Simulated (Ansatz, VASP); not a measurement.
## MgO: VASP beside Ansatz

```
CELL_PARAMETERS angstrom
0.00000 2.19551 2.19551
2.19551 0.00000 2.19551
2.19551 2.19551 0.00000
ATOMIC_POSITIONS crystal
Mg 0.00000 0.00000 0.00000
O 0.50000 0.50000 0.50000
```

Alike in both runs: task single point; functional PBE; k mesh 10 × 10 × 10; occupations gaussian, width 0.02 eV; no spin polarisation.

|  | VASP | Ansatz |
| --- | --- | --- |
| version | VASP 6.6.1 | Ansatz 0.2.0 |
| potentials or method | VASP PAW PBE potentials, release 64 (Mg, O), cutoff 520 eV | scalar-relativistic, plane waves, PAW |
| valence electrons in the cell | 8 | 16 |

```tsv
	VASP	Ansatz	Ansatz less VASP
gap on the k mesh at the Fermi level (eV)	3.60	3.62	+0.020
least direct gap on the mesh (eV)	3.60	3.62	+0.020
pressure (GPa)	-12.4	-11.7	+0.73
```

VASP's potentials hold 8 valence electrons a cell and Ansatz's 16, so a difference there can come from the potentials and not from the codes.
